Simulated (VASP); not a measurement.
Input of a VASP 6.6.1 run:

Contents of INCAR:

```
SYSTEM = Sb
PREC = Accurate
ENCUT = 500
EDIFF = 1E-6
ISMEAR = -1
SIGMA = 0.05
LREAL = .FALSE.
LASPH = .TRUE.
NELM = 120
ALGO = Normal
ISIF = 2
LWAVE = .FALSE.
LCHARG = .FALSE.
GGA = PS
NBANDS = 8
GGA_COMPAT = .FALSE.
```

KPOINTS

```
Automatic mesh
0
G
  8 8 8
  0 0 0
```

Contents of POSCAR:

```
Sb
1.0
    3.1600000000     -0.0316000000      0.0000000000
   -0.0316000000      3.1600000000      0.0000000000
    0.0000000000      0.0000000000      3.1600000000
Sb
1
Direct
    0.0000000000      0.0000000000      0.0000000000
```

Potentials or basis: VASP PAW PBE potentials, release 64 (Sb).

Command:

```console
$ cat potpaw_PBE.64/Sb/POTCAR > POTCAR
$ mpirun -np 1 vasp_std > vasp.out
```

(1) What does it give for the pressure?

(2) Predict the band gap on the k mesh.

## Answers

(1) -4.6 GPa.

(2) zero (an odd number of electrons rules out a gap without spin polarisation).

Caveat: the cell stands under tension; the PAW data sets were made with another functional, which shifts forces and pressure a little; spin-orbit coupling is left out, which moves the levels of the heavy elements; an odd number of electrons without spin polarisation forces a metal; a magnetic or distorted state may lie lower.
